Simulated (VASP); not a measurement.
# CsAs3 (Pm-3m) in VASP: further runs, part 2 of 2

VASP 6.6.1. Earlier steps stand in the parts before.

**3. Relaxation of cell and atoms, PBE**

This run uses another cell than the first one, of 26.35 Å³/atom, 1.007 times its volume.

INCAR reads:

```
SYSTEM = CsAs3
PREC = Accurate
ENCUT = 600
EDIFF = 1E-6
ISMEAR = 0
SIGMA = 0.1
LREAL = .FALSE.
LASPH = .TRUE.
NELM = 80
ALGO = Normal
ISIF = 3
LWAVE = .FALSE.
LCHARG = .FALSE.
GGA = PE
IBRION = 2
NSW = 100
EDIFFG = -0.01
```

KPOINTS reads:

```
regular mesh
0
G
  10 10 10
  0 0 0
```

POSCAR reads:

```
CsAs3
1.0
    4.7238776514      0.0000000000      0.0000000000
    0.0000000000      4.7238776514      0.0000000000
    0.0000000000      0.0000000000      4.7238776514
Cs As
1 3
Direct
    0.0000000000      0.0000000000      0.0000000000
    0.0000000000      0.5000000000      0.5000000000
    0.5000000000      0.0000000000      0.5000000000
    0.5000000000      0.5000000000      0.0000000000
```

Potentials or basis: VASP PAW PBE potentials, release 64 (Cs_sv, As).

Run with:

```sh
> cat potpaw_PBE.64/Cs_sv/POTCAR potpaw_PBE.64/As/POTCAR > POTCAR
> mpirun -np 1 vasp_std > vasp.out
```

OUTCAR:

```text
SYSTEM = CsAs3
   PREC = Accurate
   ENCUT = 600
   EDIFF = 1E-6
   ISMEAR = 0
   LREAL = .FALSE.
   LASPH = .TRUE.
   NELM = 80
   ISIF = 3
   GGA = PE
   IBRION = 2
   NSW = 100
   EDIFFG = -0.01

 ion  position               nearest neighbor table
   1  0.000  0.000  0.000-
   2  0.000  0.500  0.500-
   3  0.500  0.000  0.500-
   4  0.500  0.500  0.000-

  LATTYP: Found a simple cubic cell.
 ALAT       =     4.7238776514

  Lattice vectors:

 A1 = (   4.7238776514,   0.0000000000,   0.0000000000)
 A2 = (   0.0000000000,   4.7238776514,   0.0000000000)
 A3 = (   0.0000000000,   0.0000000000,   4.7238776514)

Analysis of symmetry for initial positions (statically):
=====================================================================
 Subroutine PRICEL returns:
 Original cell was already a primitive cell.

 Routine SETGRP: Setting up the symmetry group for a
 simple cubic supercell.

 Subroutine GETGRP returns: Found 48 space group operations
 (whereof 48 operations were pure point group operations)
 out of a pool of 48 trial point group operations.

The static configuration has the point symmetry O_h .

Analysis of symmetry for dynamics (positions and initial velocities):
=====================================================================
 Subroutine PRICEL returns:
 Original cell was already a primitive cell.

 Routine SETGRP: Setting up the symmetry group for a
 simple cubic supercell.

 Subroutine GETGRP returns: Found 48 space group operations
 (whereof 48 operations were pure point group operations)
 out of a pool of 48 trial point group operations.

The dynamic configuration has the point symmetry O_h .

 Subroutine INISYM returns: Found 48 space group operations
 (whereof 48 operations are pure point group operations),
 and found     1 'primitive' translations

----------------------------------------------------------------------------------------

                                     Primitive cell

  volume of cell :     105.4134

  direct lattice vectors                    reciprocal lattice vectors
     4.723877651  0.000000000  0.000000000     0.211690495  0.000000000  0.000000000
     0.000000000  4.723877651  0.000000000     0.000000000  0.211690495  0.000000000
     0.000000000  0.000000000  4.723877651     0.000000000  0.000000000  0.211690495

  length of vectors
     4.723877651  4.723877651  4.723877651     0.211690495  0.211690495  0.211690495

  position of ions in fractional coordinates (direct lattice)
     0.000000000  0.000000000  0.000000000
     0.000000000  0.500000000  0.500000000
     0.500000000  0.000000000  0.500000000
     0.500000000  0.500000000  0.000000000

  ion indices of the primitive-cell ions
   primitive index   ion index
[... 104 lines left out ...]
   IVDW    =     0    specifies the selected vdW correction
   LEPSILON=     F    determine dielectric tensor
   LRPA    =     F    only Hartree local field effects (RPA)
 conjugate gradient relaxation of ions
 non-spin polarized calculation
 Gauss-broadening in eV      SIGMA  =   0.10
  energy-cutoff  :      600.00
  volume of cell :      105.41
 maximum number of plane-waves:      3575
 NGX is ok and might be reduce to    40
   NGX = 19   NGY = 19   NGZ = 19

--------------------------------------- Ionic step        1  -------------------------------------------

 number of electron      23.9999997 magnetization

 Free energy of the ion-electron system (eV)
  ---------------------------------------------------
  ext. energy  EPLUGINS =         0.00000000
  ---------------------------------------------------
  free energy    TOTEN  =       -12.47605792 eV

  energy without entropy =      -12.46076385  energy(sigma->0) =      -12.46841088

------------------------ aborting loop because EDIFF is reached ----------------------------------------

  FORCE on cell =-STRESS in cart. coord.  units (eV):
  Direction    XX          YY          ZZ          XY          YZ          ZX
  --------------------------------------------------------------------------------------
  -------------------------------------------------------------------------------------
  Total       -0.0835922     -0.0835922     -0.0835922     -0.0000000     -0.0000000     -0.0000000
  in kB       -1.2705175     -1.2705175     -1.2705175     -0.0000000     -0.0000000     -0.0000000
  external PRESSURE =      -1.2705175 kB  Pullay stress =       0.0000000 kB

 VOLUME and BASIS-vectors are now :
 -----------------------------------------------------------------------------
  energy-cutoff  :      600.00
  volume of cell :      105.41
      direct lattice vectors                 reciprocal lattice vectors
     4.723877651  0.000000000  0.000000000     0.211690495  0.000000000  0.000000000
     0.000000000  4.723877651  0.000000000     0.000000000  0.211690495  0.000000000
     0.000000000  0.000000000  4.723877651     0.000000000  0.000000000  0.211690495

 POSITION                                       TOTAL-FORCE (eV/Angst)
 -----------------------------------------------------------------------------------
      0.00000      0.00000      0.00000         0.000000      0.000000      0.000000
      0.00000      2.36194      2.36194         0.000000      0.000000      0.000000
      2.36194      0.00000      2.36194         0.000000      0.000000      0.000000
      2.36194      2.36194      0.00000         0.000000      0.000000      0.000000
 -----------------------------------------------------------------------------------
    total drift:                                0.000000     -0.000000     -0.000000

  FREE ENERGIE OF THE ION-ELECTRON SYSTEM (eV)
  ---------------------------------------------------
  free  energy   TOTEN  =       -12.4760579189 eV

  energy  without entropy=      -12.4607638485  energy(sigma->0) =      -12.46841088

--------------------------------------- Ionic step        2  -------------------------------------------

 number of electron      23.9999997 magnetization

 Free energy of the ion-electron system (eV)
  ---------------------------------------------------
  ext. energy  EPLUGINS =         0.00000000
  ---------------------------------------------------
  free energy    TOTEN  =       -12.47617709 eV

  energy without entropy =      -12.46096449  energy(sigma->0) =      -12.46857079

 E-fermi :   3.4941     XC(G=0):  -9.7568

 val. band max:        3.4815858223   @ k =   0.4000   0.3000   0.0000
 cond. band min:       3.5022877824   @ k =   0.5000   0.3000   0.0000
 fundamental gap:      0.0207019601
 Fermi energy:         3.4940743801

 k-point     1 :       0.0000    0.0000    0.0000
  band No.  band energies     occupation
      1     -17.1194      2.00000
      2      -8.0820      2.00000
      3      -5.3758      2.00000
      4      -5.3758      2.00000
      5      -4.3977      2.00000
      6      -4.3977      2.00000
[... 433 lines left out ...]
      3      -6.3699      2.00000
      4      -5.5151      2.00000
      5      -4.2110      2.00000
      6      -4.0599      2.00000
[... 8 lines left out ...]
     15       5.7179      0.00000
     16       5.7595      0.00000

 [... further k-points ...]
[... 5 lines left out ...]
  --------------------------------------------------------------------------------------
  -------------------------------------------------------------------------------------
  Total        0.0075229      0.0075229      0.0075229      0.0000000     -0.0000000      0.0000000
  in kB        0.1146865      0.1146865      0.1146865      0.0000000     -0.0000000      0.0000000
  external PRESSURE =       0.1146865 kB  Pullay stress =       0.0000000 kB

 VOLUME and BASIS-vectors are now :
 -----------------------------------------------------------------------------
  energy-cutoff  :      600.00
  volume of cell :      105.09
      direct lattice vectors                 reciprocal lattice vectors
     4.719115142 -0.000000000 -0.000000000     0.211904132  0.000000000  0.000000000
    -0.000000000  4.719115142 -0.000000000     0.000000000  0.211904132  0.000000000
    -0.000000000 -0.000000000  4.719115142     0.000000000  0.000000000  0.211904132

 POSITION                                       TOTAL-FORCE (eV/Angst)
 -----------------------------------------------------------------------------------
      0.00000      0.00000      0.00000         0.000000      0.000000      0.000000
     -0.00000      2.35956      2.35956        -0.000000     -0.000000      0.000000
      2.35956     -0.00000      2.35956        -0.000000     -0.000000      0.000000
      2.35956      2.35956     -0.00000        -0.000000      0.000000      0.000000
 -----------------------------------------------------------------------------------
    total drift:                                0.000000     -0.000000     -0.000000

  FREE ENERGIE OF THE ION-ELECTRON SYSTEM (eV)
  ---------------------------------------------------
  free  energy   TOTEN  =       -12.4761770893 eV

  energy  without entropy=      -12.4609644864  energy(sigma->0) =      -12.46857079

 reached required accuracy - stopping structural energy minimisation
```

OSZICAR:

```text
N       E                     dE             d eps       ncg     rms          rms(c)
DAV:   1     0.123625028054E+03    0.12363E+03   -0.11130E+04  1792   0.144E+03
DAV:   2    -0.343989546485E+01   -0.12706E+03   -0.12577E+03  2616   0.195E+02
DAV:   3    -0.124631180717E+02   -0.90232E+01   -0.89474E+01  2192   0.564E+01
DAV:   4    -0.125461937749E+02   -0.83076E-01   -0.83036E-01  2016   0.620E+00
DAV:   5    -0.125466429230E+02   -0.44915E-03   -0.44914E-03  2128   0.455E-01    0.197E+00
DAV:   6    -0.124897027298E+02    0.56940E-01   -0.84467E-02  2024   0.126E+00    0.107E+00
DAV:   7    -0.124756816402E+02    0.14021E-01   -0.80353E-02  2072   0.125E+00    0.137E-01
DAV:   8    -0.124759374812E+02   -0.25584E-03   -0.33914E-03  1824   0.362E-01    0.695E-02
DAV:   9    -0.124760689134E+02   -0.13143E-03   -0.56130E-04  1936   0.148E-01    0.328E-02
DAV:  10    -0.124760642455E+02    0.46680E-05   -0.24954E-05  1992   0.349E-02    0.244E-02
DAV:  11    -0.124760584781E+02    0.57674E-05   -0.29438E-05  2000   0.308E-02    0.378E-03
DAV:  12    -0.124760579189E+02    0.55916E-06   -0.25796E-06  1480   0.103E-02
   1 F= -.12476058E+02 E0= -.12468411E+02  d E =-.124761E+02
       N       E                     dE             d eps       ncg     rms          rms(c)
DAV:   1    -0.124768402039E+02   -0.78173E-03   -0.16463E-02  1792   0.688E-01    0.112E-01
DAV:   2    -0.124763548587E+02    0.48535E-03   -0.78087E-04  1856   0.161E-01    0.580E-02
DAV:   3    -0.124761752490E+02    0.17961E-03   -0.71182E-04  1792   0.140E-01    0.142E-02
DAV:   4    -0.124761766453E+02   -0.13963E-05   -0.23708E-05  1808   0.283E-02    0.117E-02
DAV:   5    -0.124761770893E+02   -0.44395E-06   -0.80962E-06  1856   0.166E-02
   2 F= -.12476177E+02 E0= -.12468571E+02  d E =-.119170E-03
```

Run time: 5.9 min. Hardware: 1 thread of AMD EPYC 7R13, shared host; peak memory 0.29 GiB.

Results:

- Free energy: -12.4762 eV
- Relaxed volume: 26.27 Å³/atom
- Relaxed cell: a = 4.719 Å, b = 4.719 Å, c = 4.719 Å, α = 90.00°, β = 90.00°, γ = 90.00°
- Space group after relaxing (to 0.05 Å): Pm-3m (No. 221)
- Energy gained by relaxing: 0.0 meV/atom
- Ionic steps: 2
- Pressure after relaxing: 0.0 GPa
- Band gap on the k mesh: zero (band 12 reaches 6.13 eV, above the bottom of band 13 at 3.15 eV)

Step by step:
```
step  energy change (eV)  largest force (eV/Å)  pressure (GPa)  volume (Å³)
   1              0.0000                0.0000           -0.13       105.41
   2             -0.0001                0.0000            0.01       105.09
```

Final structure:
```xyz
4
Lattice="4.7191 0.0000 0.0000 0.0000 4.7191 0.0000 0.0000 0.0000 4.7191" Properties=species:S:1:pos:R:3 pbc="T T T"
Cs    0.0000    0.0000    0.0000
As    0.0000    2.3596    2.3596
As    2.3596    0.0000    2.3596
As    2.3596    2.3596    0.0000
```

Caveat: spin-orbit coupling is left out, which moves the levels of the heavy elements.
